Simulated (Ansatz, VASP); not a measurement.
**One calculation of RuRhC4N4, two programs**

File INCAR:

```
  PREC = Accurate
  ENCUT = 600
  EDIFF = 1E-7
  ISMEAR = 0
  SIGMA = 0.1
  LREAL = False
  LASPH = True
  NELM = 60
  ALGO = Normal
  ISIF = 3
  LWAVE = False
  LCHARG = False
  GGA = PE
  IBRION = 2
  NSW = 100
  EDIFFG = -0.01
```

File KPOINTS:

```
regular mesh
0
Gamma
  8 8 8
```

The input POSCAR:

```
RuRhC4N4
1.0
    5.8113903041      0.0000000000      0.0000000000
    0.0000000000      5.8113903041      0.0000000000
    0.0000000000      0.0000000000      5.8113903041
Ru Rh C N
1 1 4 4
Direct
    0.5000000000      0.5000000000      0.5000000000
    0.0000000000      0.0000000000      0.0000000000
    0.1920079437      0.1920079437      0.1920079437
    0.1920079437      0.8079920563      0.8079920563
    0.8079920563      0.1920079437      0.8079920563
    0.8079920563      0.8079920563      0.1920079437
    0.3111855161      0.3111855161      0.3111855161
    0.3111855161      0.6888144839      0.6888144839
    0.6888144839      0.3111855161      0.6888144839
    0.6888144839      0.6888144839      0.3111855161
```

Input for Ansatz:

```yaml
crystal:
  lattice:
    - [5.8113903041, 0.0, 0.0]
    - [0.0, 5.8113903041, 0.0]
    - [0.0, 0.0, 5.8113903041]
  atoms:
    - { symbol: Ru, position: [0.5, 0.5, 0.5] }
    - { symbol: Rh, position: [0.0, 0.0, 0.0] }
    - { symbol: C, position: [0.1920079437, 0.1920079437, 0.1920079437] }
    - { symbol: C, position: [0.1920079437, 0.8079920563, 0.8079920563] }
    - { symbol: C, position: [0.8079920563, 0.1920079437, 0.8079920563] }
    - { symbol: C, position: [0.8079920563, 0.8079920563, 0.1920079437] }
    - { symbol: "N", position: [0.3111855161, 0.3111855161, 0.3111855161] }
    - { symbol: "N", position: [0.3111855161, 0.6888144839, 0.6888144839] }
    - { symbol: "N", position: [0.6888144839, 0.3111855161, 0.6888144839] }
    - { symbol: "N", position: [0.6888144839, 0.6888144839, 0.3111855161] }
basis:
  ecutwfc: 420
kpoints:
  mp_grid: { grid: [8, 8, 8] }
hamiltonian:
  xc: pbe
scf:
  occupations: { method: gaussian, width: 0.1 }
output:
  forces: true
  stress: true
  eigenvalues: true
  write_density: true
  write_potential: true
  elf: true
  volumetric_format: npy
relax:
  adjacent_minimum: "off"
  f_tol: 0.01
  max_steps: 80
  cell: { stress_tol: 0.05 }
```

Alike in both runs: task relaxation of cell and atoms; functional PBE; k mesh 8 × 8 × 8; occupations gaussian, width 0.1 eV; no spin polarisation.

|  | VASP | Ansatz |
| --- | --- | --- |
| version | VASP 6.6.1 | Ansatz 0.2.0 |
| potentials or method | VASP PAW PBE potentials, release 64 (Ru_pv, Rh_pv, C, N), cutoff 600 eV | scalar-relativistic, plane waves, PAW |
| valence electrons in the cell | 65 | 69 |

Ansatz gave:

| Item | Value |
| --- | --- |
| gap on the k mesh at the Fermi level, each at its own relaxed structure (eV) | none |
| relaxed volume (Å³/atom) | 19.56 |
| relaxed length of the cell vector where the two differ most in proportion (Å) | 5.805 |

Q: What did VASP give for the same quantities?

A: gap on the k mesh at the Fermi level, each at its own relaxed structure (eV): none; relaxed volume (Å³/atom): 19.51; relaxed length of the cell vector where the two differ most in proportion (Å): 5.800.

A gap of «none» marks a metal or a gap that the smearing closes. VASP's potentials hold 65 valence electrons a cell and Ansatz's 69, so a difference there can come from the potentials and not from the codes.

Noted on VASP's run: the standard files for N, O and F lose accuracy on very short bonds.
